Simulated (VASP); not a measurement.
# GaN (P6_3mc) in VASP: a series of runs

GaN is run at these levels: PBE; tasks: single point.

Everything below comes from runs of VASP 6.6.1. Logs are shortened: lines on timing, memory, paths and dates and some standing lists are left out, and cuts for length are marked.

## (1) The cell of the first run

Symmetry: P6_3mc, No. 186, hexagonal system. The conventional cell has a = 3.119 Å, b = 3.119 Å, c = 5.081 Å, α = 90.00°, β = 90.00°, γ = 120.00°. Ga (site symmetry 3m) has 4 N at 1.91 Å within 2.5 Å. N (site symmetry 3m) has 4 Ga at 1.91 Å within 2.5 Å.

## (2) Single point, PBE (volume scaled by 0.91, then relaxed in part)

Contents of INCAR:

```
SYSTEM = GaN
ALGO = Normal ; EDIFF = 1E-7
ENCUT = 520 ; GGA = PE
ISIF = 2 ; ISMEAR = 0
LASPH = .True. ; LCHARG = .False.
LREAL = .False. ; LWAVE = .False.
NBANDS = 26 ; NELM = 100
PREC = Accurate ; SIGMA = 0.02
```

Contents of KPOINTS:

```
k-points
0
Gamma
  12 12 6
  0 0 0
```

Contents of POSCAR:

```
GaN
1.0
    3.1186947560      0.0000000000      0.0000000000
   -1.5593473780      2.7008688853      0.0000000000
    0.0000000000      0.0000000000      5.0811952744
Ga N
2 2
Direct
    0.3333333333      0.6666666667     -0.0007072805
    0.6666666667      0.3333333333      0.4992927195
    0.3333333333      0.6666666667      0.3757072805
    0.6666666667      0.3333333333      0.8757072805
```

Potentials or basis: VASP PAW PBE potentials, release 64 (Ga_d, N).

Launch:

```sh
> cat potpaw_PBE.64/Ga_d/POTCAR potpaw_PBE.64/N/POTCAR > POTCAR
> mpirun -np 1 vasp_std > vasp.out
```

OUTCAR:

```text
SYSTEM = GaN
   EDIFF = 1E-7
   ENCUT = 520
   GGA = PE
   ISIF = 2
   ISMEAR = 0
   LASPH = .True.
   LREAL = .False.
   NELM = 100
   PREC = Accurate

 ion  position               nearest neighbor table
   1  0.333  0.667  0.999-   4 1.91   4 1.91   4 1.91   3 1.91
   2  0.667  0.333  0.499-   3 1.91   3 1.91   3 1.91   4 1.91
   3  0.333  0.667  0.376-   2 1.91   2 1.91   2 1.91   1 1.91
   4  0.667  0.333  0.876-   1 1.91   1 1.91   1 1.91   2 1.91

  LATTYP: Found a hexagonal cell.
 ALAT       =     3.1186947560
 C/A-ratio  =     1.6292698298

  Lattice vectors:

 A1 = (   3.1186947560,   0.0000000000,   0.0000000000)
 A2 = (  -1.5593473780,   2.7008688853,   0.0000000000)
 A3 = (   0.0000000000,   0.0000000000,   5.0811952744)

Analysis of symmetry for initial positions (statically):
=====================================================================
 Subroutine PRICEL returns:
 Original cell was already a primitive cell.

 Routine SETGRP: Setting up the symmetry group for a
 hexagonal supercell.

 Subroutine GETGRP returns: Found 12 space group operations
 (whereof  6 operations were pure point group operations)
 out of a pool of 24 trial point group operations.

The static configuration has the point symmetry C_3v.
 The point group associated with its full space group is C_6v.

Analysis of symmetry for dynamics (positions and initial velocities):
=====================================================================
 Subroutine PRICEL returns:
 Original cell was already a primitive cell.

 Routine SETGRP: Setting up the symmetry group for a
 hexagonal supercell.

 Subroutine GETGRP returns: Found 12 space group operations
 (whereof  6 operations were pure point group operations)
 out of a pool of 24 trial point group operations.

The dynamic configuration has the point symmetry C_3v.
 The point group associated with its full space group is C_6v.

 Subroutine INISYM returns: Found 12 space group operations
 (whereof  6 operations are pure point group operations),
 and found     1 'primitive' translations

----------------------------------------------------------------------------------------

                                     Primitive cell
[... 90 lines left out ...]
   LNONCOLLINEAR =      F non collinear calculations
   LSORBIT =      F    spin-orbit coupling
   LASPH  =      T    aspherical Exc in radial PAW
   ENCUT  =  520.0 eV  38.22 Ry    6.18 a.u.   5.80  5.80  9.45*2*pi/ulx,y,z
   NELM   =    100;   NELMIN=  2; NELMDL= -5     # of ELM steps
   EDIFF  = 0.1E-06   stopping-criterion for ELM
   LREAL  =      F    real-space projection
   EDIFFG = 0.1E-05   stopping-criterion for IOM
   NSW    =      0    number of steps for IOM
   IBRION =     -1    ionic relax: 0-MD 1-quasi-New 2-CG
   NFREE  =      0    steps in history (QN), initial steepest desc. (CG)
   ISIF   =      2    stress and relaxation
   ISYM   =      2    0-nonsym 1-usesym 2-fastsym
   POTIM  = 0.5000    time-step for ionic-motion
   TEBEG  =    0.0;   TEEND  =   0.0 temperature during run
   PSTRESS=    0.0 pullay stress
   NELECT =      36.0000    total number of electrons
   NUPDOWN=      -1.0000    fix difference up-down
   EMIN   =  10.00;   EMAX   =-10.00  energy-range for DOS
   EFERMI =   0.00;   METHOD = LEGACY
   ISMEAR =     0;   SIGMA  =   0.02  broadening in eV -4-tet -1-fermi 0-gaus
   EFERMI_NEDOS =   21; number of points for ismear=-14 and -15
   IALGO  =     38    algorithm
   IMIX   =      4    mixing-type and parameters
     AMIX     =   0.40;   BMIX     =  1.00
     AMIX_MAG =   1.60;   BMIX_MAG =  1.00
  volume/ion in A,a.u.               =      10.70        72.21
  Fermi-wavevector in a.u.,A,eV,Ry     =   1.545355  2.920297 32.492371  2.388122
  Thomas-Fermi vector in A             =   2.650745
   LORBIT       =      0    0 simple, 1 ext, 2 COOP (PROOUT), +10 PAW based schemes
   GGA     = PE    functional components
   LHFCALC =     F    Hartree Fock is set to
   AEXX    =    0.0000 exact exchange contribution
   IVDW    =     0    specifies the selected vdW correction
   LEPSILON=     F    determine dielectric tensor
   LRPA    =     F    only Hartree local field effects (RPA)
 non-spin polarized calculation
 Gauss-broadening in eV      SIGMA  =   0.02
  energy-cutoff  :      520.00
  volume of cell :       42.80
 maximum number of plane-waves:      1182
 NGX is ok and might be reduce to    24
   NGX = 11   NGY = 11   NGZ = 19

 number of electron      36.0000027 magnetization

 Free energy of the ion-electron system (eV)
  ---------------------------------------------------
  ext. energy  EPLUGINS =         0.00000000
  ---------------------------------------------------
  free energy    TOTEN  =       -24.08218306 eV

  energy without entropy =      -24.08218306  energy(sigma->0) =      -24.08218306

 E-fermi :   6.1359     XC(G=0): -12.0239

 val. band max:        6.0570797362   @ k =   0.0000   0.0000   0.0000
 cond. band min:       8.4051412400   @ k =   0.0000   0.0000   0.0000
 fundamental gap:      2.3480615037
 Fermi energy:         6.1358832883

 k-point     1 :       0.0000    0.0000    0.0000
  band No.  band energies     occupation
      1     -10.5072      2.00000
      2      -9.3716      2.00000
      3      -7.4518      2.00000
      4      -7.4335      2.00000
      5      -7.4335      2.00000
      6      -7.3584      2.00000
[... 685 lines left out ...]
     25      17.7943      0.00000
     26      19.7165      0.00000

 [... further k-points ...]

------------------------ aborting loop because EDIFF is reached ----------------------------------------

  FORCE on cell =-STRESS in cart. coord.  units (eV):
  Direction    XX          YY          ZZ          XY          YZ          ZX
  --------------------------------------------------------------------------------------
  -------------------------------------------------------------------------------------
  Total        5.3045104      5.3045104      5.3394217      0.0000000      0.0000000      0.0000000
  in kB      198.5699983    198.5699983    199.8768718      0.0000000      0.0000000      0.0000000
  external PRESSURE =     199.0056228 kB  Pullay stress =       0.0000000 kB

 VOLUME and BASIS-vectors are now :
 -----------------------------------------------------------------------------
  energy-cutoff  :      520.00
  volume of cell :       42.80
      direct lattice vectors                 reciprocal lattice vectors
     3.118694756  0.000000000  0.000000000     0.320646962  0.185125610  0.000000000
    -1.559347378  2.700868885  0.000000000     0.000000000  0.370251220  0.000000000
     0.000000000  0.000000000  5.081195274     0.000000000  0.000000000  0.196804088

 POSITION                                       TOTAL-FORCE (eV/Angst)
 -----------------------------------------------------------------------------------
     -0.00000      1.80058      5.07760        -0.000000      0.000000     -0.000990
      1.55935      0.90029      2.53700         0.000000      0.000000     -0.000990
     -0.00000      1.80058      1.90904         0.000000      0.000000      0.000990
      1.55935      0.90029      4.44964        -0.000000      0.000000      0.000990
 -----------------------------------------------------------------------------------
    total drift:                               -0.000000     -0.000001      0.000563

  FREE ENERGIE OF THE ION-ELECTRON SYSTEM (eV)
  ---------------------------------------------------
  free  energy   TOTEN  =       -24.0821830573 eV

  energy  without entropy=      -24.0821830573  energy(sigma->0) =      -24.08218306
```

OSZICAR:

```text
N       E                     dE             d eps       ncg     rms          rms(c)
DAV:   1     0.282345418273E+03    0.28235E+03   -0.17521E+04  4316   0.262E+03
DAV:   2     0.751287380479E+01   -0.27483E+03   -0.26002E+03  4296   0.495E+02
DAV:   3    -0.271644239776E+02   -0.34677E+02   -0.34223E+02  4640   0.144E+02
DAV:   4    -0.283025424213E+02   -0.11381E+01   -0.11334E+01  4554   0.280E+01
DAV:   5    -0.283269493273E+02   -0.24407E-01   -0.24387E-01  4900   0.398E+00    0.113E+01
DAV:   6    -0.239903726733E+02    0.43366E+01   -0.99412E+00  6544   0.518E+01    0.307E+00
DAV:   7    -0.241003890969E+02   -0.11002E+00   -0.16235E+00  4172   0.924E+00    0.279E+00
DAV:   8    -0.240957859279E+02    0.46032E-02   -0.13358E-01  5862   0.575E+00    0.705E-01
DAV:   9    -0.240815695861E+02    0.14216E-01   -0.53272E-02  6352   0.416E+00    0.293E-01
DAV:  10    -0.240822822668E+02   -0.71268E-03   -0.34885E-03  4396   0.534E-01    0.873E-02
DAV:  11    -0.240821744200E+02    0.10785E-03   -0.83641E-04  5832   0.529E-01    0.223E-02
DAV:  12    -0.240821807230E+02   -0.63030E-05   -0.88354E-05  4520   0.935E-02    0.881E-03
DAV:  13    -0.240821828643E+02   -0.21414E-05   -0.14636E-05  5796   0.349E-02    0.512E-03
DAV:  14    -0.240821829943E+02   -0.12994E-06   -0.20646E-06  4248   0.123E-02    0.288E-03
DAV:  15    -0.240821830573E+02   -0.63031E-07   -0.11721E-07  2704   0.410E-03
   1 F= -.24082183E+02 E0= -.24082183E+02  d E =-.472624E-11
```

stdout:

```text
POSCAR found type information on POSCAR GaN
 POSCAR found :  2 types and       4 ions
 scaLAPACK will be used
 LDA part: xc-table for (Slater+PW92), standard interpolation
 POSCAR, INCAR and KPOINTS ok, starting setup
 FFT: planning ... GRIDC
 FFT: planning ... GRID_SOFT
 FFT: planning ... GRID
 WAVECAR not read
 entering main loop
```

It took 32 s on 1 thread of Intel Xeon 6975P-C (Granite Rapids), shared host; peak memory 0.2 GiB.

What came out:

```
Free energy            : -24.0822 eV
Pressure               : 19.9 GPa
Band gap on the k mesh : 2.35 eV, direct
```

Stress tensor (GPa, compression positive):
```
19.86  0.00  0.00
 0.00 19.86  0.00
 0.00  0.00 19.99
```

Levels at points of the mesh, in eV from the valence-band top:
```
           k point  band 16  band 17  band 18  band 19  band 20  band 21
(0.00, 0.00, 0.00)    -0.05     0.00     0.00     2.35     4.69     9.57
(0.50, 0.00, 0.00)    -2.98    -2.40    -1.08     5.25     5.91     6.26
(0.00, 0.00, 0.50)    -0.57    -0.57    -0.57     4.67     4.67     8.82
(0.50, 0.00, 0.50)    -2.11    -2.04    -2.04     4.60     4.60     8.18
```

## (3) Single point, PBE (volume scaled by 0.94, then relaxed in part)

Contents of INCAR:

```
SYSTEM = GaN
PREC = Accurate
ENCUT = 520
EDIFF = 1E-6
ISMEAR = 0
SIGMA = 0.02
LREAL = .FALSE.
LASPH = .TRUE.
NELM = 60
ALGO = Normal
ISIF = 2
LWAVE = .FALSE.
LCHARG = .FALSE.
GGA = PE
NBANDS = 26
```

Contents of KPOINTS:

```
regular mesh
0
G
  12 12 6
  0 0 0
```

Contents of POSCAR:

```
GaN
1.0
    3.1526195586      0.0000000000      0.0000000000
   -1.5763097793      2.7302486262      0.0000000000
    0.0000000000      0.0000000000      5.1363540926
Ga N
2 2
Direct
    0.3333333333      0.6666666667     -0.0008303343
    0.6666666667      0.3333333333      0.4991696657
    0.3333333333      0.6666666667      0.3758303343
    0.6666666667      0.3333333333      0.8758303343
```

Potentials or basis: VASP PAW PBE potentials, release 64 (Ga_d, N).

Launch:

```sh
> cat potpaw_PBE.64/Ga_d/POTCAR potpaw_PBE.64/N/POTCAR > POTCAR
> mpirun -np 1 vasp_std > vasp.out
```

OUTCAR:

```text
SYSTEM = GaN
   PREC = Accurate
   ENCUT = 520
   EDIFF = 1E-6
   ISMEAR = 0
   LREAL = .FALSE.
   LASPH = .TRUE.
   NELM = 60
   ISIF = 2
   GGA = PE

 ion  position               nearest neighbor table
   1  0.333  0.667  0.999-   4 1.93   4 1.93   4 1.93   3 1.93
   2  0.667  0.333  0.499-   3 1.93   3 1.93   3 1.93   4 1.93
   3  0.333  0.667  0.376-   2 1.93   2 1.93   2 1.93   1 1.93
   4  0.667  0.333  0.876-   1 1.93   1 1.93   1 1.93   2 1.93

  LATTYP: Found a hexagonal cell.
 ALAT       =     3.1526195586
 C/A-ratio  =     1.6292337204

  Lattice vectors:

 A1 = (   3.1526195586,   0.0000000000,   0.0000000000)
 A2 = (  -1.5763097793,   2.7302486262,   0.0000000000)
 A3 = (   0.0000000000,   0.0000000000,   5.1363540926)

Analysis of symmetry for initial positions (statically):
=====================================================================
 Subroutine PRICEL returns:
 Original cell was already a primitive cell.

 Routine SETGRP: Setting up the symmetry group for a
 hexagonal supercell.

 Subroutine GETGRP returns: Found 12 space group operations
 (whereof  6 operations were pure point group operations)
 out of a pool of 24 trial point group operations.

The static configuration has the point symmetry C_3v.
 The point group associated with its full space group is C_6v.

Analysis of symmetry for dynamics (positions and initial velocities):
=====================================================================
 Subroutine PRICEL returns:
 Original cell was already a primitive cell.

 Routine SETGRP: Setting up the symmetry group for a
 hexagonal supercell.

 Subroutine GETGRP returns: Found 12 space group operations
 (whereof  6 operations were pure point group operations)
 out of a pool of 24 trial point group operations.
[... 121 lines left out ...]
   ISMEAR =     0;   SIGMA  =   0.02  broadening in eV -4-tet -1-fermi 0-gaus
   EFERMI_NEDOS =   21; number of points for ismear=-14 and -15
   IALGO  =     38    algorithm
   IMIX   =      4    mixing-type and parameters
     AMIX     =   0.40;   BMIX     =  1.00
     AMIX_MAG =   1.60;   BMIX_MAG =  1.00
  volume/ion in A,a.u.               =      11.05        74.59
  Fermi-wavevector in a.u.,A,eV,Ry     =   1.528737  2.888894 31.797314  2.337037
  Thomas-Fermi vector in A             =   2.636454
   LORBIT       =      0    0 simple, 1 ext, 2 COOP (PROOUT), +10 PAW based schemes
   GGA     = PE    functional components
   LHFCALC =     F    Hartree Fock is set to
   AEXX    =    0.0000 exact exchange contribution
   IVDW    =     0    specifies the selected vdW correction
   LEPSILON=     F    determine dielectric tensor
   LRPA    =     F    only Hartree local field effects (RPA)
 non-spin polarized calculation
 Gauss-broadening in eV      SIGMA  =   0.02
  energy-cutoff  :      520.00
  volume of cell :       44.21
 maximum number of plane-waves:      1204
 NGX is ok and might be reduce to    24
   NGX = 11   NGY = 11   NGZ = 19

 number of electron      36.0000031 magnetization

 Free energy of the ion-electron system (eV)
  ---------------------------------------------------
  ext. energy  EPLUGINS =         0.00000000
  ---------------------------------------------------
  free energy    TOTEN  =       -24.22366711 eV

  energy without entropy =      -24.22366711  energy(sigma->0) =      -24.22366711

 E-fermi :   5.8055     XC(G=0): -11.8467

 val. band max:        5.6831730886   @ k =   0.0000   0.0000   0.0000
 cond. band min:       7.8145417437   @ k =   0.0000   0.0000   0.0000
 fundamental gap:      2.1313686552
 Fermi energy:         5.8054986485

 k-point     1 :       0.0000    0.0000    0.0000
  band No.  band energies     occupation
      1     -10.5842      2.00000
      2      -9.5553      2.00000
      3      -7.7851      2.00000
      4      -7.7688      2.00000
      5      -7.7688      2.00000
      6      -7.7009      2.00000
[... 685 lines left out ...]
     25      17.2213      0.00000
     26      19.1205      0.00000

 [... further k-points ...]

------------------------ aborting loop because EDIFF is reached ----------------------------------------

  FORCE on cell =-STRESS in cart. coord.  units (eV):
  Direction    XX          YY          ZZ          XY          YZ          ZX
  --------------------------------------------------------------------------------------
  -------------------------------------------------------------------------------------
  Total        3.3816360      3.3816360      3.3734780      0.0000000      0.0000000      0.0000000
  in kB      122.5487050    122.5487050    122.2530620      0.0000000      0.0000000      0.0000000
  external PRESSURE =     122.4501574 kB  Pullay stress =       0.0000000 kB

 VOLUME and BASIS-vectors are now :
 -----------------------------------------------------------------------------
  energy-cutoff  :      520.00
  volume of cell :       44.21
      direct lattice vectors                 reciprocal lattice vectors
     3.152619559  0.000000000  0.000000000     0.317196535  0.183133505  0.000000000
    -1.576309779  2.730248626  0.000000000     0.000000000  0.366267010  0.000000000
     0.000000000  0.000000000  5.136354093     0.000000000  0.000000000  0.194690627

 POSITION                                       TOTAL-FORCE (eV/Angst)
 -----------------------------------------------------------------------------------
     -0.00000      1.82017      5.13209         0.000000     -0.000000      0.008797
      1.57631      0.91008      2.56391        -0.000000      0.000000      0.008797
     -0.00000      1.82017      1.93040         0.000000      0.000000     -0.008797
      1.57631      0.91008      4.49857        -0.000000     -0.000000     -0.008797
 -----------------------------------------------------------------------------------
    total drift:                               -0.000001     -0.000001     -0.000067

  FREE ENERGIE OF THE ION-ELECTRON SYSTEM (eV)
  ---------------------------------------------------
  free  energy   TOTEN  =       -24.2236671137 eV

  energy  without entropy=      -24.2236671137  energy(sigma->0) =      -24.22366711
```

OSZICAR:

```text
N       E                     dE             d eps       ncg     rms          rms(c)
DAV:   1     0.276794783456E+03    0.27679E+03   -0.17689E+04  4364   0.261E+03
DAV:   2     0.727849394478E+01   -0.26952E+03   -0.25470E+03  4264   0.487E+02
DAV:   3    -0.271976175435E+02   -0.34476E+02   -0.33993E+02  4700   0.142E+02
DAV:   4    -0.283270814448E+02   -0.11295E+01   -0.11249E+01  4666   0.277E+01
DAV:   5    -0.283514154251E+02   -0.24334E-01   -0.24312E-01  4880   0.391E+00    0.111E+01
DAV:   6    -0.241369573650E+02    0.42145E+01   -0.10019E+01  6534   0.504E+01    0.306E+00
DAV:   7    -0.242417467813E+02   -0.10479E+00   -0.15145E+00  4208   0.909E+00    0.275E+00
DAV:   8    -0.242367453405E+02    0.50014E-02   -0.13618E-01  6280   0.535E+00    0.722E-01
DAV:   9    -0.242231096311E+02    0.13636E-01   -0.49457E-02  6488   0.387E+00    0.311E-01
DAV:  10    -0.242237594713E+02   -0.64984E-03   -0.33828E-03  4188   0.458E-01    0.637E-02
DAV:  11    -0.242236619946E+02    0.97477E-04   -0.69451E-04  5856   0.482E-01    0.290E-02
DAV:  12    -0.242236644340E+02   -0.24394E-05   -0.74699E-05  4706   0.867E-02    0.694E-03
DAV:  13    -0.242236672226E+02   -0.27886E-05   -0.14761E-05  5628   0.340E-02    0.892E-03
DAV:  14    -0.242236671137E+02    0.10899E-06   -0.20743E-06  3658   0.135E-02
   1 F= -.24223667E+02 E0= -.24223667E+02  d E =-.148069E-20
```

Wall time 29 s (1 thread of Intel Xeon 6975P-C (Granite Rapids), shared host); peak memory 0.2 GiB.

What came out:

```
Free energy            : -24.2237 eV
Pressure               : 12.2 GPa
Largest force          : 0.009 eV/Å
Band gap on the k mesh : 2.13 eV, direct
```

Forces in eV/Å, atoms in the order of the input:
```
Ga   0.000  0.000  0.009
Ga   0.000  0.000  0.009
N    0.000  0.000 -0.009
N    0.000  0.000 -0.009
```

(Part 1 of 2 ends here.)
